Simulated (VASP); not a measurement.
**P: single point with r2SCAN**

The system is P.

```
P
1.0
     2.44454    0.00000    0.00000
     0.00000    2.44454    0.00000
     0.00000    0.00000    2.44432
P
1
Direct
  0.00000 0.00000 0.00000
```

| Item | Value |
| --- | --- |
| Program | VASP 6.6.1 |
| Task | single point |
| Functional | r2SCAN |
| Potentials or basis | VASP PAW PBE potentials, release 64 (P) |
| Cutoff | 520 eV |
| k mesh | 22 × 22 × 22 |
| Occupations | gaussian, width 0.1 eV |
| Spin | no spin polarisation |

The pressure is -1.7 GPa.

Levels at points of the mesh, in eV from the Fermi level:
| k point | band 1 | band 2 | band 3 | band 4 | band 5 | band 6 | band 7 |
| --- | --- | --- | --- | --- | --- | --- | --- |
| (0.00, 0.00, 0.00) | -17.26 | 5.34 | 5.34 | 5.35 | 7.21 | 7.21 | 15.58 |
| (0.50, 0.00, 0.00) | -12.75 | -9.00 | 8.34 | 8.35 | 9.83 | 15.19 | 15.20 |
| (0.50, 0.50, 0.00) | -7.79 | -5.54 | -5.54 | 1.37 | 11.16 | 17.84 | 17.84 |
| (0.00, 0.00, 0.50) | -12.75 | -9.00 | 8.34 | 8.34 | 9.83 | 15.19 | 15.19 |
| (0.50, 0.00, 0.50) | -7.79 | -5.54 | -5.54 | 1.37 | 11.16 | 17.83 | 17.84 |
| (0.50, 0.50, 0.50) | -2.34 | -2.34 | -2.34 | -1.48 | 5.11 | 5.11 | 5.11 |

Wall time 2.6 min on 1 thread of Intel(R) Xeon(R) Platinum 8488C (Sapphire Rapids), on a shared host, peak memory 0.19 GiB.

Caveat: the PAW data sets were made with another functional, which shifts forces and pressure a little.
